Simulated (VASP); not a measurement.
Ti4BeP, 6 atoms in the cell. It takes space group P4/mmm (No. 123, tetragonal). The conventional cell has a = 3.540 Å, b = 3.540 Å, c = 6.101 Å, α = 90.00°, β = 90.00°, γ = 90.00°. Ti (site symmetry mmm) has 2 P at 1.77 Å and 8 Ti at 2.45 to 2.50 Å within 2.6 Å. Ti (site symmetry 4mm) has 1 P at 1.69 Å within 2.2 Å. Within 4.0 Å of Be (site symmetry 4/mmm) lie 16 Ti at 2.85 to 3.53 Å and 4 Be at 3.54 Å and 8 P at 3.95 Å. Within 2.2 Å of P (site symmetry 4/mmm) lie 6 Ti at 1.69 to 1.77 Å. 

| Item | Value |
| --- | --- |
| Program | VASP 6.6.1 |
| Task | relaxation of cell and atoms |
| Functional | PBE |
| Potentials or basis | VASP PAW PBE potentials, release 64 (Ti_sv, Be, P) |
| Cutoff | 600 eV |
| k mesh | 6 × 6 × 4 |
| Occupations | gaussian, width 0.1 eV |
| Spin | no spin polarisation |
| Dipole correction | no |
| Further INCAR settings | ALGO = Normal; EDIFF = 1e-06; IBRION = 2; EDIFFG = -0.04; NSW = 90; ISIF = 3 |

Potentials or basis: VASP PAW PBE potentials, release 64 (Ti_sv, Be, P).

Launch:

```sh
$ cat potpaw_PBE.64/Ti_sv/POTCAR potpaw_PBE.64/Be/POTCAR potpaw_PBE.64/P/POTCAR > POTCAR
$ mpirun -np 1 vasp_std > vasp.out
```

Hardware: 1 thread of Intel(R) Xeon(R) Platinum 8488C (Sapphire Rapids), with other jobs on the host.

Q: How long does it take, and how much memory?

A: Wall time 26 min on 1 thread of Intel(R) Xeon(R) Platinum 8488C (Sapphire Rapids) (shared host), peak memory 0.24 GiB. Counts: scf iterations 353, k points 30, ion steps 19.
